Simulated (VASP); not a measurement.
# SiC (Imm2) in VASP: notebook

The runs below take SiC through relaxation of the atoms, with PBE.

All numbers are computed with VASP 6.6.1; they aren't measurements. Logs are shortened: lines on timing, memory, paths and dates and some standing lists are left out, and cuts for length are marked.

### 1 The cell of the first run

It takes space group Imm2 (No. 44, orthorhombic). The conventional cell has a = 3.099 Å, b = 3.128 Å, c = 4.364 Å, α = 90.00°, β = 90.00°, γ = 90.00°. Within 2.5 Å of Si (site symmetry mm2) lie 4 C at 1.90 Å. Within 2.5 Å of C (site symmetry mm2) lie 4 Si at 1.90 Å.

### 2 Relaxation of the atoms, PBE (strained cell)

Input file INCAR:

```
SYSTEM = SiC
PREC = Accurate
ENCUT = 520
EDIFF = 1E-7
ISMEAR = 0
SIGMA = 0.02
LREAL = .False.
LASPH = .True.
NELM = 120
ALGO = Normal
ISIF = 2
LWAVE = .False.
LCHARG = .False.
GGA = PE
IBRION = 2
NSW = 60
EDIFFG = -0.002
GGA_COMPAT = .False.
NELMIN = 4
```

Input file KPOINTS:

```
Automatic mesh
0
Gamma
  10 10 10
  0 0 0
```

Input file POSCAR:

```
SiC
1.0
    0.0103112868      2.2014459917      2.1821212902
    2.2014459917      0.0103112868      2.1821212902
    2.2117572785      2.2117572785      0.0000000000
Si C
1 1
Direct
    0.0004099706      0.0004099706     -0.0004099706
    0.2495900294      0.2495900294      0.2504099706
```

Potentials or basis: VASP PAW PBE potentials, release 64 (Si, C).

On the command line:

```bash
cat potpaw_PBE.64/Si/POTCAR potpaw_PBE.64/C/POTCAR > POTCAR
mpirun -np 1 vasp_std > vasp.out
```

OUTCAR:

```text
SYSTEM = SiC
   PREC = Accurate
   ENCUT = 520
   EDIFF = 1E-7
   ISMEAR = 0
   LREAL = .False.
   LASPH = .True.
   NELM = 120
   ISIF = 2
   GGA = PE
   IBRION = 2
   NSW = 60
   EDIFFG = -0.002
   NELMIN = 4

 ion  position               nearest neighbor table
   1  0.000  0.000  1.000-   2 1.90   2 1.90   2 1.90   2 1.90
   2  0.250  0.250  0.250-   1 1.90   1 1.90   1 1.90   1 1.90

  LATTYP: Found a body centered orthorhombic cell.
 ALAT       =     3.0987324167
 B/A-ratio  =     1.0094118237
 C/A-ratio  =     1.4083960774

  Lattice vectors:

 A1 = (   2.2014459917,   0.0103112868,  -2.1821212902)
 A2 = (  -2.2014459917,  -0.0103112868,  -2.1821212902)
 A3 = (   0.0103112868,   2.2014459917,   2.1821212902)

Analysis of symmetry for initial positions (statically):
=====================================================================
 Subroutine PRICEL returns:
 Original cell was already a primitive cell.

 Routine SETGRP: Setting up the symmetry group for a
 body centered orthorhombic supercell.

 Subroutine GETGRP returns: Found  4 space group operations
 (whereof  4 operations were pure point group operations)
 out of a pool of  8 trial point group operations.

The static configuration has the point symmetry C_2v.

Analysis of symmetry for dynamics (positions and initial velocities):
=====================================================================
 Subroutine PRICEL returns:
 Original cell was already a primitive cell.

 Routine SETGRP: Setting up the symmetry group for a
 body centered orthorhombic supercell.

 Subroutine GETGRP returns: Found  4 space group operations
 (whereof  4 operations were pure point group operations)
 out of a pool of  8 trial point group operations.

The dynamic configuration has the point symmetry C_2v.

 Subroutine INISYM returns: Found  4 space group operations
 (whereof  4 operations are pure point group operations),
 and found     1 'primitive' translations

----------------------------------------------------------------------------------------

                                     Primitive cell

  volume of cell :      21.1502

  direct lattice vectors                    reciprocal lattice vectors
     0.010311287  2.201445992  2.182121290    -0.228192269  0.228192269  0.229134834
     2.201445992  0.010311287  2.182121290     0.228192269 -0.228192269  0.229134834
     2.211757278  2.211757278  0.000000000     0.226064589  0.226064589 -0.229134834

  length of vectors
     3.099697421  3.099697421  3.127897140     0.395785542  0.395785542  0.393335949

  position of ions in fractional coordinates (direct lattice)
     0.000409971  0.000409971  0.999590029
     0.249590029  0.249590029  0.250409971

  ion indices of the primitive-cell ions
   primitive index   ion index
                 1           1
                 2           2

----------------------------------------------------------------------------------------

 KPOINTS: Automatic mesh

Automatic generation of k-mesh.
 Grid dimensions read from file:
 generate k-points for:   10   10   10

 Generating k-lattice:

  Cartesian coordinates                     Fractional coordinates (reciprocal lattice)
    -0.022819227  0.022819227  0.022913483     0.100000000  0.000000000  0.000000000
     0.022819227 -0.022819227  0.022913483     0.000000000  0.100000000  0.000000000
     0.022606459  0.022606459 -0.022913483     0.000000000  0.000000000  0.100000000

  Length of vectors
     0.039578554  0.039578554  0.039333595

  Shift w.r.t. Gamma in fractional coordinates (k-lattice)
     0.000000000  0.000000000  0.000000000

 Subroutine IBZKPT returns following result:
 ===========================================

 Found    171 irreducible k-points:

 Following reciprocal coordinates:
            Coordinates               Weight
  0.000000  0.000000  0.000000      1.000000
  0.100000 -0.000000  0.000000      4.000000
  0.200000 -0.000000  0.000000      4.000000
  0.300000 -0.000000  0.000000      4.000000
  0.400000  0.000000  0.000000      4.000000
  0.500000 -0.000000  0.000000      2.000000
[... 16 lines left out ...]
  0.300000  0.300000  0.000000      2.000000
  0.400000  0.300000  0.000000      4.000000
 [... further k-points ...]
   k-points           NKPTS =    171   k-points in BZ     NKDIM =    171   number of bands    NBANDS=      8
   number of dos      NEDOS =    301   number of ions     NIONS =      2
   total plane-waves  NPLWV =  13824
   dimension x,y,z NGX =    24 NGY =   24 NGZ =   24
   dimension x,y,z NGXF=    48 NGYF=   48 NGZF=   48
   ions per type =               1   1
   NGX,Y,Z   is equivalent  to a cutoff of  12.87, 12.87, 12.76 a.u.
   NGXF,Y,Z  is equivalent  to a cutoff of  25.74, 25.74, 25.51 a.u.
 SYSTEM =  SiC
   PREC   = accura    normal or accurate (medium, high low for compatibility)
   ISTART =      0    job   : 0-new  1-cont  2-samecut
   ICHARG =      2    charge: 1-file 2-atom 10-const
   ISPIN  =      1    spin polarized calculation?
   LNONCOLLINEAR =      F non collinear calculations
   LSORBIT =      F    spin-orbit coupling
   LASPH  =      T    aspherical Exc in radial PAW
   ENCUT  =  520.0 eV  38.22 Ry    6.18 a.u.   5.76  5.76  5.82*2*pi/ulx,y,z
   NELM   =    120;   NELMIN=  4; NELMDL= -5     # of ELM steps
   EDIFF  = 0.1E-06   stopping-criterion for ELM
   LREAL  =      F    real-space projection
   EDIFFG = -.2E-02   stopping-criterion for IOM
   NSW    =     60    number of steps for IOM
   IBRION =      2    ionic relax: 0-MD 1-quasi-New 2-CG
   NFREE  =      1    steps in history (QN), initial steepest desc. (CG)
   ISIF   =      2    stress and relaxation
   ISYM   =      2    0-nonsym 1-usesym 2-fastsym
   POTIM  = 0.5000    time-step for ionic-motion
   TEBEG  =    0.0;   TEEND  =   0.0 temperature during run
   PSTRESS=    0.0 pullay stress
   NELECT =       8.0000    total number of electrons
   NUPDOWN=      -1.0000    fix difference up-down
   EMIN   =  10.00;   EMAX   =-10.00  energy-range for DOS
   EFERMI =   0.00;   METHOD = LEGACY
   ISMEAR =     0;   SIGMA  =   0.02  broadening in eV -4-tet -1-fermi 0-gaus
   EFERMI_NEDOS =   21; number of points for ismear=-14 and -15
   IALGO  =     38    algorithm
   IMIX   =      4    mixing-type and parameters
     AMIX     =   0.40;   BMIX     =  1.00
     AMIX_MAG =   1.60;   BMIX_MAG =  1.00
  volume/ion in A,a.u.               =      10.58        71.36
  Fermi-wavevector in a.u.,A,eV,Ry     =   1.183949  2.237339 19.071768  1.401735
  Thomas-Fermi vector in A             =   2.320173
   LORBIT       =      0    0 simple, 1 ext, 2 COOP (PROOUT), +10 PAW based schemes
   GGA     = PE    functional components
   LHFCALC =     F    Hartree Fock is set to
   AEXX    =    0.0000 exact exchange contribution
   IVDW    =     0    specifies the selected vdW correction
   LEPSILON=     F    determine dielectric tensor
   LRPA    =     F    only Hartree local field effects (RPA)
 conjugate gradient relaxation of ions
 non-spin polarized calculation
 Gauss-broadening in eV      SIGMA  =   0.02
  energy-cutoff  :      520.00
  volume of cell :       21.15
 maximum number of plane-waves:       588
   NGX = 11   NGY = 11   NGZ = 11

--------------------------------------- Ionic step        1  -------------------------------------------

 number of electron       8.0000001 magnetization

 Free energy of the ion-electron system (eV)
  ---------------------------------------------------
  ext. energy  EPLUGINS =         0.00000000
  ---------------------------------------------------
  free energy    TOTEN  =       -15.05793266 eV

  energy without entropy =      -15.05793266  energy(sigma->0) =      -15.05793266

------------------------ aborting loop because EDIFF is reached ----------------------------------------

  FORCE on cell =-STRESS in cart. coord.  units (eV):
  Direction    XX          YY          ZZ          XY          YZ          ZX
  --------------------------------------------------------------------------------------
  -------------------------------------------------------------------------------------
  Total       -0.2958819     -0.2958819     -0.0055278     -0.2919152      0.0000000      0.0000000
  in kB      -22.4137020    -22.4137020     -0.4187415    -22.1132112      0.0000000      0.0000000
  external PRESSURE =     -15.0820485 kB  Pullay stress =       0.0000000 kB

 VOLUME and BASIS-vectors are now :
 -----------------------------------------------------------------------------
  energy-cutoff  :      520.00
  volume of cell :       21.15
      direct lattice vectors                 reciprocal lattice vectors
     0.010311287  2.201445992  2.182121290    -0.228192269  0.228192269  0.229134834
     2.201445992  0.010311287  2.182121290     0.228192269 -0.228192269  0.229134834
     2.211757278  2.211757278  0.000000000     0.226064589  0.226064589 -0.229134834

 POSITION                                       TOTAL-FORCE (eV/Angst)
 -----------------------------------------------------------------------------------
      2.21176      2.21176      0.00179         0.000000      0.000000      0.002230
      1.10588      1.10588      1.08927         0.000000      0.000000     -0.002230
 -----------------------------------------------------------------------------------
    total drift:                                0.000000      0.000000     -0.000014

  FREE ENERGIE OF THE ION-ELECTRON SYSTEM (eV)
  ---------------------------------------------------
  free  energy   TOTEN  =       -15.0579326573 eV

  energy  without entropy=      -15.0579326573  energy(sigma->0) =      -15.05793266

--------------------------------------- Ionic step        2  -------------------------------------------

 number of electron       8.0000001 magnetization

 Free energy of the ion-electron system (eV)
  ---------------------------------------------------
  ext. energy  EPLUGINS =         0.00000000
  ---------------------------------------------------
  free energy    TOTEN  =       -15.05793269 eV

  energy without entropy =      -15.05793269  energy(sigma->0) =      -15.05793269

 E-fermi :   8.0698     XC(G=0): -11.2609

 val. band max:        7.9018143902   @ k =   0.0000   0.0000   0.0000
 cond. band min:       9.1838627440   @ k =   0.5000   0.5000   0.0000
 fundamental gap:      1.2820483538
 Fermi energy:         8.0697950159

 k-point     1 :       0.0000    0.0000    0.0000
  band No.  band energies     occupation
      1      -7.3693      2.00000
      2       7.8020      2.00000
      3       7.8866      2.00000
      4       7.9018      2.00000
      5      13.8224      0.00000
      6      14.9324      0.00000
      7      15.0225      0.00000
      8      15.1253      0.00000

 k-point     2 :       0.1000   -0.0000    0.0000
  band No.  band energies     occupation
      1      -7.1760      2.00000
      2       6.8938      2.00000
      3       7.6639      2.00000
      4       7.7637      2.00000
      5      14.0667      0.00000
      6      15.1756      0.00000
      7      15.2829      0.00000
      8      15.3784      0.00000

 k-point     3 :       0.2000   -0.0000    0.0000
  band No.  band energies     occupation
      1      -6.6047      2.00000
      2       4.7996      2.00000
      3       7.3481      2.00000
      4       7.4584      2.00000
      5      13.8062      0.00000
      6      15.5329      0.00000
      7      15.6707      0.00000
      8      16.5042      0.00000
[... 210 lines left out ...]
 k-point    23 :       0.3000    0.3000    0.0000
  band No.  band energies     occupation
      1      -5.1136      2.00000
      2       3.5676      2.00000
      3       5.4085      2.00000
      4       5.5555      2.00000
      5      10.9753      0.00000
      6      13.3320      0.00000
      7      19.1500      0.00000
      8      19.1907      0.00000

 k-point    24 :       0.4000    0.3000    0.0000
  band No.  band energies     occupation
      1      -4.2544      2.00000
      2       2.3660      2.00000
      3       4.7815      2.00000
      4       5.1433      2.00000
      5      10.6517      0.00000
      6      13.3524      0.00000
      7      19.2750      0.00000
      8      19.5456      0.00000

 [... further k-points ...]

------------------------ aborting loop because EDIFF is reached ----------------------------------------

  FORCE on cell =-STRESS in cart. coord.  units (eV):
  Direction    XX          YY          ZZ          XY          YZ          ZX
  --------------------------------------------------------------------------------------
  -------------------------------------------------------------------------------------
  Total       -0.2960202     -0.2960202     -0.0056885     -0.2902748      0.0000000      0.0000000
  in kB      -22.4241800    -22.4241800     -0.4309151    -21.9889513      0.0000000      0.0000000
  external PRESSURE =     -15.0930917 kB  Pullay stress =       0.0000000 kB

 VOLUME and BASIS-vectors are now :
 -----------------------------------------------------------------------------
  energy-cutoff  :      520.00
  volume of cell :       21.15
      direct lattice vectors                 reciprocal lattice vectors
     0.010311287  2.201445992  2.182121290    -0.228192269  0.228192269  0.229134834
     2.201445992  0.010311287  2.182121290     0.228192269 -0.228192269  0.229134834
     2.211757278  2.211757278  0.000000000     0.226064589  0.226064589 -0.229134834

 POSITION                                       TOTAL-FORCE (eV/Angst)
 -----------------------------------------------------------------------------------
      2.21176      2.21176      0.00190         0.000000      0.000000     -0.001719
      1.10588      1.10588      1.08916         0.000000      0.000000      0.001719
 -----------------------------------------------------------------------------------
    total drift:                                0.000000      0.000000      0.000016

  FREE ENERGIE OF THE ION-ELECTRON SYSTEM (eV)
  ---------------------------------------------------
  free  energy   TOTEN  =       -15.0579326942 eV

  energy  without entropy=      -15.0579326942  energy(sigma->0) =      -15.05793269

 reached required accuracy - stopping structural energy minimisation
```

Wall time 58 s (1 thread of Oxide Virtual Turin-like, shared host); peak memory 0.12 GiB.

Results:

| Item | Value |
| --- | --- |
| Free energy | -15.0579 eV |
| Energy gained by relaxing | 0.0 meV/atom |
| Ionic steps | 2 |
| Pressure after relaxing | -1.5 GPa |
| Band gap on the k mesh | 1.28 eV (least direct gap 4.44 eV) |

Final structure:
```
Si C
1.0
     0.01031    2.20145    2.18212
     2.20145    0.01031    2.18212
     2.21176    2.21176    0.00000
Si C
1 1
Cartesian
  2.2118 2.2118 0.0019
  1.1059 1.1059 1.0892
```

Caveat: the cell differs from its parent crystal (strained cell). A k mesh can miss the band edges.

(Part 1 of 2 ends here.)
